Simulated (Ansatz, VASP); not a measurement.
# Two plane-wave programs on BAs

The input INCAR:

```
ALGO = Normal
EDIFF = 1E-6
ENCUT = 520
GGA = PE
ISIF = 2
ISMEAR = -1
LASPH = T
LCHARG = F
LREAL = F
LWAVE = F
NBANDS = 11
NELM = 60
PREC = Accurate
SIGMA = 0.02
```

KPOINTS

```
k-points
0
Gamma
  10 10 10
```

Contents of POSCAR:

```
BAs
1.0
    0.0000000000      2.4397049562      2.3697994758
    2.4397049562      0.0000000000      2.3697994758
    2.4397049562      2.4397049562      0.0000000000
B As
1 1
Direct
    0.0000000000      0.0000000000      0.0000000000
    0.2500000000      0.2500000000      0.2500000000
```

Input for Ansatz:

```yaml
crystal:
  lattice:
    - [0.0, 2.4397049562, 2.3697994758]
    - [2.4397049562, 0.0, 2.3697994758]
    - [2.4397049562, 2.4397049562, 0.0]
  atoms:
    - { symbol: B, position: [0.0, 0.0, 0.0] }
    - { symbol: As, position: [0.25, 0.25, 0.25] }
kpoints:
  mp_grid: { grid: [10, 10, 10] }
  band_path:
    path:
      - [0.0, 0.0, 0.0]
      - [-0.5, -0.5, 0.0]
      - [-0.375, -0.375, 0.25]
      - [-0.375, 0.0, 0.375]
      - [0.0, 0.0, 0.5]
      - [-0.5, -0.25, 0.25]
      - [0.395833, 0.395833, 0.0]
    npoints: 1
hamiltonian:
  xc: pbe
scf:
  occupations: { method: fermi_dirac, width: 0.02 }
  n_extra_bands: 4
output:
  forces: true
  stress: true
  eigenvalues: true
  write_density: true
  write_potential: true
  elf: true
  volumetric_format: npy
```

Change from the starting cell: epitaxial_xy strain +2.0%.

Alike in both runs: task single point; functional PBE; k mesh 10 × 10 × 10; occupations fermi-dirac, width 0.02 eV; no spin polarisation.

|  | VASP | Ansatz |
| --- | --- | --- |
| version | VASP 6.6.1 | Ansatz 0.2.0 |
| potentials or method | VASP PAW PBE potentials, release 64 (B, As) | plane waves, PAW |
| plane-wave cutoff (eV) | 520 | 420 |
| valence electrons in the cell | 8 | 18 |

Ansatz gave:

| Item | Value |
| --- | --- |
| gap on the k mesh at the Fermi level (eV) | 0.80 |
| pressure (GPa) | -1.8 |
| traceless stress, the component that is largest in VASP (GPa) | 3.72 |

What did VASP give for the same quantities?

gap on the k mesh at the Fermi level (eV): 0.79; pressure (GPa): -1.3; traceless stress, the component that is largest in VASP (GPa): 3.71.

With one functional, cell and mesh, what is left measures potentials, basis and numerics. VASP's potentials hold 8 valence electrons a cell and Ansatz's 18, so a difference there can come from the potentials and not from the codes.
